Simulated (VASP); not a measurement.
# GaAs in VASP: further runs

The runs below take GaAs through single point, with LDA.

All numbers are computed with VASP 6.6.1; they aren't measurements. Logs are shortened: lines on timing, memory, paths and dates and some standing lists are left out, and cuts for length are marked.

## 1. The cell of the first run

The structure is cubic, space group F-43m (No. 216). Conventional cell: a = 5.603 Å, b = 5.603 Å, c = 5.603 Å, α = 90.00°, β = 90.00°, γ = 90.00°. Ga (site symmetry -43m) has 4 As at 2.43 Å within 3.2 Å. As (site symmetry -43m) has 4 Ga at 2.43 Å within 3.2 Å.

## 2. Single point, LDA

Contents of INCAR:

```
SYSTEM = GaAs
  ALGO = Normal
  EDIFF = 1E-6
  ENCUT = 520
  GGA = CA
  ISIF = 2
  ISMEAR = 0
  LASPH = .TRUE.
  LCHARG = .TRUE.
  LELF = .TRUE.
  LREAL = .FALSE.
  LVHAR = .TRUE.
  LWAVE = .FALSE.
  NBANDS = 16
  NELM = 60
  PREC = Accurate
  SIGMA = 0.01
```

Contents of KPOINTS:

```
k-points
0
G
  8 8 8
  0 0 0
```

Contents of POSCAR:

```
GaAs
1.0
    2.8014470115      2.8014470115      0.0000000000
   -2.8014470115      2.8014470115      0.0000000000
    0.0000000000      2.8014470115      2.8014470115
Ga As
1 1
Direct
    0.0000000000      0.0000000000      0.0000000000
    0.7500000000      0.2500000000      0.5000000000
```

Potentials or basis: VASP PAW LDA potentials, release 64 (Ga_d, As).

Command:

```
$ cat potpaw_LDA.64/Ga_d/POTCAR potpaw_LDA.64/As/POTCAR > POTCAR
$ mpirun -np 1 vasp_std > vasp.out
```

OUTCAR:

```text
SYSTEM = GaAs
   EDIFF = 1E-6
   ENCUT = 520
   GGA = CA
   ISIF = 2
   ISMEAR = 0
   LASPH = .TRUE.
   LREAL = .FALSE.
   NELM = 60
   PREC = Accurate

 ion  position               nearest neighbor table
   1  0.000  0.000  0.000-   2 2.43   2 2.43   2 2.43   2 2.43
   2  0.750  0.250  0.500-   1 2.43   1 2.43   1 2.43   1 2.43

  LATTYP: Found a face centered cubic cell.
 ALAT       =     5.6028940230

  Lattice vectors:

 A1 = (   0.0000000000,   2.8014470115,   2.8014470115)
 A2 = (   2.8014470115,   0.0000000000,   2.8014470115)
 A3 = (   2.8014470115,   2.8014470115,   0.0000000000)

Analysis of symmetry for initial positions (statically):
[... 5 lines left out ...]
 face centered cubic supercell.

 Subroutine GETGRP returns: Found 24 space group operations
 (whereof 24 operations were pure point group operations)
 out of a pool of 48 trial point group operations.

The static configuration has the point symmetry T_d .

Analysis of symmetry for dynamics (positions and initial velocities):
[... 5 lines left out ...]
 face centered cubic supercell.

 Subroutine GETGRP returns: Found 24 space group operations
 (whereof 24 operations were pure point group operations)
 out of a pool of 48 trial point group operations.

The dynamic configuration has the point symmetry T_d .

 Subroutine INISYM returns: Found 24 space group operations
 (whereof 24 operations are pure point group operations),
 and found     1 'primitive' translations

----------------------------------------------------------------------------------------

                                     Primitive cell

  volume of cell :      43.9721

  direct lattice vectors                    reciprocal lattice vectors
     2.801447012  2.801447012  0.000000000     0.178479192  0.178479192 -0.178479192
    -2.801447012  2.801447012  0.000000000    -0.178479192  0.178479192 -0.178479192
     0.000000000  2.801447012  2.801447012     0.000000000  0.000000000  0.356958385

  length of vectors
     3.961844358  3.961844358  3.961844358     0.309135029  0.309135029  0.356958385

  position of ions in fractional coordinates (direct lattice)
     0.000000000  0.000000000  0.000000000
     0.750000000  0.250000000  0.500000000

  ion indices of the primitive-cell ions
   primitive index   ion index
                 1           1
                 2           2

----------------------------------------------------------------------------------------

 KPOINTS: k-points

Automatic generation of k-mesh.
 Grid dimensions read from file:
 generate k-points for:    8    8    8

 Generating k-lattice:

  Cartesian coordinates                     Fractional coordinates (reciprocal lattice)
     0.022309899  0.022309899 -0.022309899     0.125000000  0.000000000  0.000000000
    -0.022309899  0.022309899 -0.022309899     0.000000000  0.125000000  0.000000000
     0.000000000  0.000000000  0.044619798     0.000000000  0.000000000  0.125000000

  Length of vectors
     0.038641879  0.038641879  0.044619798

  Shift w.r.t. Gamma in fractional coordinates (k-lattice)
     0.000000000  0.000000000  0.000000000

 Subroutine IBZKPT returns following result:
 ===========================================

 Found     29 irreducible k-points:

 Following reciprocal coordinates:
            Coordinates               Weight
  0.000000  0.000000  0.000000      1.000000
  0.125000  0.000000  0.000000      8.000000
  0.250000  0.000000  0.000000      8.000000
  0.375000  0.000000  0.000000      8.000000
  0.500000  0.000000  0.000000      4.000000
  0.125000  0.125000  0.000000     12.000000
[... 16 lines left out ...]
  0.375000  0.250000  0.125000     48.000000
  0.500000  0.250000  0.125000     24.000000
 [... further k-points ...]
   k-points           NKPTS =     29   k-points in BZ     NKDIM =     29   number of bands    NBANDS=     16
   number of dos      NEDOS =    301   number of ions     NIONS =      2
   total plane-waves  NPLWV =  27000
   dimension x,y,z NGX =    30 NGY =   30 NGZ =   30
   dimension x,y,z NGXF=    60 NGYF=   60 NGZF=   60
   ions per type =               1   1
   NGX,Y,Z   is equivalent  to a cutoff of  12.59, 12.59, 12.59 a.u.
   NGXF,Y,Z  is equivalent  to a cutoff of  25.18, 25.18, 25.18 a.u.
 SYSTEM =  GaAs
   PREC   = accura    normal or accurate (medium, high low for compatibility)
   ISTART =      0    job   : 0-new  1-cont  2-samecut
   ICHARG =      2    charge: 1-file 2-atom 10-const
   ISPIN  =      1    spin polarized calculation?
   LNONCOLLINEAR =      F non collinear calculations
   LSORBIT =      F    spin-orbit coupling
   LASPH  =      T    aspherical Exc in radial PAW
   ENCUT  =  520.0 eV  38.22 Ry    6.18 a.u.   7.37  7.37  7.37*2*pi/ulx,y,z
   NELM   =     60;   NELMIN=  2; NELMDL= -5     # of ELM steps
   EDIFF  = 0.1E-05   stopping-criterion for ELM
   LREAL  =      F    real-space projection
   EDIFFG = 0.1E-04   stopping-criterion for IOM
   NSW    =      0    number of steps for IOM
   IBRION =     -1    ionic relax: 0-MD 1-quasi-New 2-CG
   NFREE  =      0    steps in history (QN), initial steepest desc. (CG)
   ISIF   =      2    stress and relaxation
   ISYM   =      2    0-nonsym 1-usesym 2-fastsym
   POTIM  = 0.5000    time-step for ionic-motion
   TEBEG  =    0.0;   TEEND  =   0.0 temperature during run
   PSTRESS=    0.0 pullay stress
   NELECT =      18.0000    total number of electrons
   NUPDOWN=      -1.0000    fix difference up-down
   EMIN   =  10.00;   EMAX   =-10.00  energy-range for DOS
   EFERMI =   0.00;   METHOD = LEGACY
   ISMEAR =     0;   SIGMA  =   0.01  broadening in eV -4-tet -1-fermi 0-gaus
   EFERMI_NEDOS =   21; number of points for ismear=-14 and -15
   IALGO  =     38    algorithm
   IMIX   =      4    mixing-type and parameters
     AMIX     =   0.40;   BMIX     =  1.00
     AMIX_MAG =   1.60;   BMIX_MAG =  1.00
  volume/ion in A,a.u.               =      21.99       148.37
  Fermi-wavevector in a.u.,A,eV,Ry     =   1.215551  2.297059 20.103488  1.477565
  Thomas-Fermi vector in A             =   2.350934
   LORBIT       =      0    0 simple, 1 ext, 2 COOP (PROOUT), +10 PAW based schemes
   GGA     = CA    functional components
   LHFCALC =     F    Hartree Fock is set to
   AEXX    =    0.0000 exact exchange contribution
[... 26 lines left out ...]
 Fermi energy:         4.1438083942

 k-point     1 :       0.0000    0.0000    0.0000
  band No.  band energies     occupation
      1     -10.9176      2.00000
      2     -10.9176      2.00000
      3     -10.9176      2.00000
      4     -10.8328      2.00000
      5     -10.8328      2.00000
      6      -8.8974      2.00000
[... 8 lines left out ...]
     15      14.3028      0.00000
     16      14.3028      0.00000

 k-point     2 :       0.1250    0.0000    0.0000
  band No.  band energies     occupation
      1     -10.9323      2.00000
      2     -10.9138      2.00000
      3     -10.9138      2.00000
      4     -10.8330      2.00000
      5     -10.8330      2.00000
      6      -8.7079      2.00000
[... 8 lines left out ...]
     15      13.3657      0.00000
     16      13.3657      0.00000

 k-point     3 :       0.2500    0.0000    0.0000
  band No.  band energies     occupation
      1     -10.9642      2.00000
      2     -10.9055      2.00000
      3     -10.9055      2.00000
      4     -10.8325      2.00000
      5     -10.8325      2.00000
      6      -8.1776      2.00000
[... 8 lines left out ...]
     15      13.1123      0.00000
     16      13.1123      0.00000

 k-point     4 :       0.3750    0.0000    0.0000
  band No.  band energies     occupation
      1     -10.9925      2.00000
      2     -10.8989      2.00000
      3     -10.8989      2.00000
      4     -10.8302      2.00000
      5     -10.8302      2.00000
      6      -7.4617      2.00000
[... 8 lines left out ...]
     15      14.3088      0.00000
     16      14.3088      0.00000

 k-point     5 :       0.5000    0.0000    0.0000
  band No.  band energies     occupation
      1     -11.0034      2.00000
      2     -10.8968      2.00000
      3     -10.8968      2.00000
      4     -10.8287      2.00000
      5     -10.8287      2.00000
      6      -7.0479      2.00000
[... 8 lines left out ...]
     15      16.0155      0.00000
     16      16.0155      0.00000

 k-point     6 :       0.1250    0.1250    0.0000
  band No.  band energies     occupation
      1     -10.9529      2.00000
      2     -10.9095      2.00000
      3     -10.9058      2.00000
      4     -10.8353      2.00000
      5     -10.8314      2.00000
      6      -8.4040      2.00000
[... 8 lines left out ...]
     15      13.2508      0.00000
     16      13.7653      0.00000

 k-point     7 :       0.2500    0.1250    0.0000
  band No.  band energies     occupation
      1     -10.9810      2.00000
      2     -10.9006      2.00000
      3     -10.8985      2.00000
      4     -10.8353      2.00000
      5     -10.8304      2.00000
      6      -7.7983      2.00000
[... 8 lines left out ...]
     15      13.7373      0.00000
     16      15.2085      0.00000

 k-point     8 :       0.3750    0.1250    0.0000
  band No.  band energies     occupation
      1     -11.0015      2.00000
      2     -10.8949      2.00000
      3     -10.8937      2.00000
      4     -10.8317      2.00000
      5     -10.8306      2.00000
      6      -7.1196      2.00000
[... 8 lines left out ...]
     15      13.8277      0.00000
     16      15.7110      0.00000

 k-point     9 :       0.5000    0.1250    0.0000
  band No.  band energies     occupation
      1     -11.0054      2.00000
      2     -10.8947      2.00000
      3     -10.8916      2.00000
      4     -10.8337      2.00000
      5     -10.8279      2.00000
      6      -6.9722      2.00000
[... 8 lines left out ...]
     15      15.4352      0.00000
     16      16.0173      0.00000
[... 172 lines left out ...]
 k-point    19 :       0.5000    0.3750    0.0000
  band No.  band energies     occupation
      1     -11.0297      2.00000
      2     -10.8720      2.00000
      3     -10.8685      2.00000
      4     -10.8557      2.00000
      5     -10.8213      2.00000
      6      -6.4412      2.00000
[... 8 lines left out ...]
     15      16.6447      0.00000
     16      17.0665      0.00000

 k-point    20 :      -0.3750    0.3750    0.0000
  band No.  band energies     occupation
      1     -11.0228      2.00000
      2     -10.8726      2.00000
      3     -10.8726      2.00000
      4     -10.8566      2.00000
      5     -10.8211      2.00000
      6      -6.9278      2.00000
[... 8 lines left out ...]
     15      16.5413      0.00000
     16      17.6822      0.00000

 k-point    21 :       0.5000    0.5000    0.0000
  band No.  band energies     occupation
      1     -11.0365      2.00000
      2     -10.8645      2.00000
      3     -10.8645      2.00000
      4     -10.8613      2.00000
      5     -10.8191      2.00000
      6      -6.2713      2.00000
[... 8 lines left out ...]
     15      17.5220      0.00000
     16      17.5290      0.00000

 k-point    22 :       0.2500    0.2500    0.1250
  band No.  band energies     occupation
      1     -10.9878      2.00000
      2     -10.8956      2.00000
      3     -10.8926      2.00000
      4     -10.8417      2.00000
      5     -10.8273      2.00000
      6      -7.7305      2.00000
[... 8 lines left out ...]
     15      15.0064      0.00000
     16      15.4914      0.00000

 k-point    23 :       0.3750    0.2500    0.1250
  band No.  band energies     occupation
      1     -11.0052      2.00000
      2     -10.8918      2.00000
      3     -10.8854      2.00000
      4     -10.8404      2.00000
      5     -10.8277      2.00000
      6      -7.0663      2.00000
[... 8 lines left out ...]
     15      14.9100      0.00000
     16      16.3438      0.00000

 k-point    24 :       0.5000    0.2500    0.1250
  band No.  band energies     occupation
      1     -11.0118      2.00000
      2     -10.8911      2.00000
      3     -10.8827      2.00000
      4     -10.8377      2.00000
      5     -10.8291      2.00000
      6      -6.6897      2.00000
[... 8 lines left out ...]
     15      15.6566      0.00000
     16      16.2516      0.00000

 [... further k-points ...]
[... 5 lines left out ...]
  --------------------------------------------------------------------------------------
  -------------------------------------------------------------------------------------
  Total        0.0850113      0.0850113      0.0850113     -0.0000000      0.0000000     -0.0000000
  in kB        3.0974900      3.0974900      3.0974900     -0.0000000      0.0000000     -0.0000000
  external PRESSURE =       3.0974900 kB  Pullay stress =       0.0000000 kB

 VOLUME and BASIS-vectors are now :
 -----------------------------------------------------------------------------
  energy-cutoff  :      520.00
  volume of cell :       43.97
      direct lattice vectors                 reciprocal lattice vectors
     2.801447012  2.801447012  0.000000000     0.178479192  0.178479192 -0.178479192
    -2.801447012  2.801447012  0.000000000    -0.178479192  0.178479192 -0.178479192
     0.000000000  2.801447012  2.801447012     0.000000000  0.000000000  0.356958385

 POSITION                                       TOTAL-FORCE (eV/Angst)
 -----------------------------------------------------------------------------------
      0.00000      0.00000      0.00000        -0.000000      0.000000      0.000000
      1.40072      4.20217      1.40072         0.000000     -0.000000      0.000000
 -----------------------------------------------------------------------------------
    total drift:                                0.000001     -0.000000     -0.000000

  FREE ENERGIE OF THE ION-ELECTRON SYSTEM (eV)
  ---------------------------------------------------
  free  energy   TOTEN  =        -9.6368384580 eV

  energy  without entropy=       -9.6368384580  energy(sigma->0) =       -9.63683846
```

Run time: 12 s. Hardware: 1 thread of AMD EPYC 9R45 (Zen 5), shared host; peak memory 0.13 GiB.

Results:

```yaml
Free_energy: -9.6368 eV
Pressure: 0.3 GPa
Band_gap_on_the_k_mesh: 0.54 eV, direct
```

A k mesh can miss the band edges. LDA gaps usually lie below the measured ones, often by a third to a half.

## 3. Single point, LDA (in-plane strain -0.02, then relaxed in part)

Contents of INCAR:

```
PREC     = Accurate       # precision mode
ENCUT    = 520            # plane-wave cutoff, eV
EDIFF    = 1E-6           # SCF threshold, eV
ISMEAR   = 0              # smearing method
SIGMA    = 0.01           # smearing width, eV
LREAL    = F              # projectors in reciprocal space
LASPH    = T              # aspherical terms in the spheres
NELM     = 60             # most SCF steps
ALGO     = Normal         # electronic algorithm
ISIF     = 2              # what is computed and relaxed
LWAVE    = F              # write WAVECAR
LCHARG   = F              # write CHGCAR
GGA      = CA             # functional
NBANDS   = 16             # bands
```

Contents of KPOINTS:

```
regular mesh
0
Gamma
  8 8 8
```

Contents of POSCAR:

```
GaAs
1.0
    2.7454180713      2.7454180713      0.0000000000
   -2.7454180713      2.7454180713      0.0000000000
    0.0000000000      2.7454180713      2.8511456406
Ga As
1 1
Direct
    0.0000000000      0.0000000000      0.0000000000
    0.7500000000      0.2500000000      0.5000000000
```

Potentials or basis: VASP PAW LDA potentials, release 64 (Ga_d, As).

Command:

```
$ cat potpaw_LDA.64/Ga_d/POTCAR potpaw_LDA.64/As/POTCAR > POTCAR
$ mpirun -np 1 vasp_std > vasp.out
```

It took 22 s on 1 thread of AMD EPYC 9R45 (Zen 5), shared host; peak memory 0.14 GiB.

It converged, with:

```
Free energy            : -9.6208 eV
Pressure               : 2.1 GPa
Band gap on the k mesh : 0.62 eV, direct
```

Stress tensor (GPa, compression positive):
```
2.98 0.00 0.00
0.00 2.98 0.00
0.00 0.00 0.37
```

Levels at points of the mesh, in eV from the valence-band top:
| k point | band 7 | band 8 | band 9 | band 10 | band 11 | band 12 |
| --- | --- | --- | --- | --- | --- | --- |
| (0.00, 0.00, 0.00) | -0.24 | 0.00 | 0.00 | 0.62 | 3.58 | 3.58 |
| (0.50, 0.00, 0.00) | -7.05 | -1.47 | -1.14 | 0.90 | 4.41 | 4.66 |
| (0.50, 0.50, 0.00) | -7.11 | -3.04 | -3.02 | 1.09 | 1.32 | 10.16 |
| (0.00, 0.00, 0.50) | -7.35 | -2.77 | -2.77 | 1.34 | 1.69 | 10.35 |

Caveat: the cell differs from its parent crystal (in-plane strain -0.02, then relaxed in part). A k mesh can miss the band edges.

## 4. Single point, LDA (in-plane strain -0.02)

Contents of INCAR:

```
SYSTEM = GaAs
PREC = Accurate ; ENCUT = 520
EDIFF = 1E-6 ; ISMEAR = 0
SIGMA = 0.01 ; LREAL = .False.
LASPH = .True. ; NELM = 60
ALGO = Normal ; ISIF = 2
LWAVE = .False. ; LCHARG = .True.
LELF = .True. ; LVHAR = .True.
NBANDS = 16
```

Contents of KPOINTS:

```
Automatic mesh
0
Gamma
  8 8 8
  0 0 0
```

POSCAR: that of step 3 with these lines changed.

```diff
@@ -4,3 +4,3 @@
    -2.7454180713      2.7454180713      0.0000000000
-    0.0000000000      2.7454180713      2.8511456406
+    0.0000000000      2.7454180713      2.8350643757
 Ga As
```

Command:

```
$ cat potpaw_LDA.64/Ga_d/POTCAR potpaw_LDA.64/As/POTCAR > POTCAR
$ mpirun -np 1 vasp_std > vasp.out
```

Run time: 22 s. Hardware: 1 thread of AMD EPYC 9R45 (Zen 5), shared host; peak memory 0.14 GiB.

It converged, with:

```yaml
Free_energy: -9.6196 eV
Pressure: 2.6 GPa
Band_gap_on_the_k_mesh: 0.68 eV, direct
```

Stress tensor (GPa, compression positive):
```
3.34 0.00 0.00
0.00 3.34 0.00
0.00 0.00 1.14
```

Levels at points of the mesh, in eV from the valence-band top:
```csv
k point,band 6,band 7,band 8,band 9,band 10,band 11,band 12,band 13
"(0.00, 0.00, 0.00)",-13.24,-0.20,0.00,0.00,0.68,3.59,3.59,3.68
"(0.50, 0.00, 0.00)",-11.30,-7.07,-1.44,-1.16,0.93,4.44,4.65,7.56
"(0.50, 0.50, 0.00)",-10.44,-7.14,-3.04,-3.02,1.10,1.35,10.25,10.47
"(0.00, 0.00, 0.50)",-10.58,-7.35,-2.80,-2.80,1.32,1.66,10.41,10.41
```

Caveat: the cell differs from its parent crystal (in-plane strain -0.02). A k mesh can miss the band edges.

## 5. Single point, LDA (film at in-plane strain -0.02)

Contents of INCAR:

```
SYSTEM = GaAs
ALGO = Normal
EDIFF = 1E-6
ENCUT = 520
GGA = CA
ISIF = 2
ISMEAR = 0
LASPH = .TRUE.
LCHARG = .FALSE.
LREAL = .FALSE.
LWAVE = .FALSE.
NBANDS = 16
NELM = 100
PREC = Accurate
SIGMA = 0.01
```

Contents of KPOINTS:

```
k-points
0
G
  8 8 8
  0 0 0
```

POSCAR: that of step 4 with these lines changed.

```diff
@@ -4,3 +4,3 @@
    -2.7454180713      2.7454180713      0.0000000000
-    0.0000000000      2.7454180713      2.8350643757
+    0.0000000000      2.7454180713      2.8511456406
 Ga As
```

Command:

```
$ cat potpaw_LDA.64/Ga_d/POTCAR potpaw_LDA.64/As/POTCAR > POTCAR
$ mpirun -np 1 vasp_std > vasp.out
```

Wall time 21 s (1 thread of AMD EPYC 9R45 (Zen 5), shared host); peak memory 0.14 GiB.

The run converged. Its results:

```yaml
Free_energy: -9.6208 eV
Pressure: 2.1 GPa
Band_gap_on_the_k_mesh: 0.62 eV, direct
```

Stress tensor (GPa, compression positive):
```
2.98 0.00 0.00
0.00 2.98 0.00
0.00 0.00 0.37
```

Levels at points of the mesh, in eV from the valence-band top:
| k point | band 5 | band 6 | band 7 | band 8 | band 9 | band 10 | band 11 | band 12 | band 13 | band 14 |
| --- | --- | --- | --- | --- | --- | --- | --- | --- | --- | --- |
| (0.00, 0.00, 0.00) | -15.02 | -13.21 | -0.24 | 0.00 | 0.00 | 0.62 | 3.58 | 3.58 | 3.68 | 7.43 |
| (0.50, 0.00, 0.00) | -15.01 | -11.29 | -7.05 | -1.47 | -1.14 | 0.90 | 4.41 | 4.66 | 7.55 | 10.47 |
| (0.50, 0.50, 0.00) | -15.00 | -10.43 | -7.11 | -3.04 | -3.02 | 1.09 | 1.32 | 10.16 | 10.40 | 11.21 |
| (0.00, 0.00, 0.50) | -15.01 | -10.59 | -7.35 | -2.77 | -2.77 | 1.34 | 1.69 | 10.35 | 10.35 | 10.97 |

Caveat: the cell differs from its parent crystal (film at in-plane strain -0.02). A k mesh can miss the band edges.

## 6. Overview

```csv
cell,gap on the mesh (eV),pressure (GPa)
"a = 3.962 Å, angles 60.0, 60.0, 90.0°, 2 atoms",0.54,0.3
"a = 3.883, b = 3.883, c = 3.958 Å, angles 60.6, 60.6, 90.0°, 2 atoms",0.62,2.1
"a = 3.883, b = 3.883, c = 3.947 Å, angles 60.5, 60.5, 90.0°, 2 atoms",0.68,2.6
```

Alike in all rows: task single point; level LDA; potentials or basis VASP PAW LDA potentials, release 64 (Ga_d, As); no spin polarisation; k mesh 8 × 8 × 8; cutoff (eV) 520; smearing gaussian 0.01 eV.

Total energies depend on the potentials used, so only differences within one code and one set of settings carry meaning.
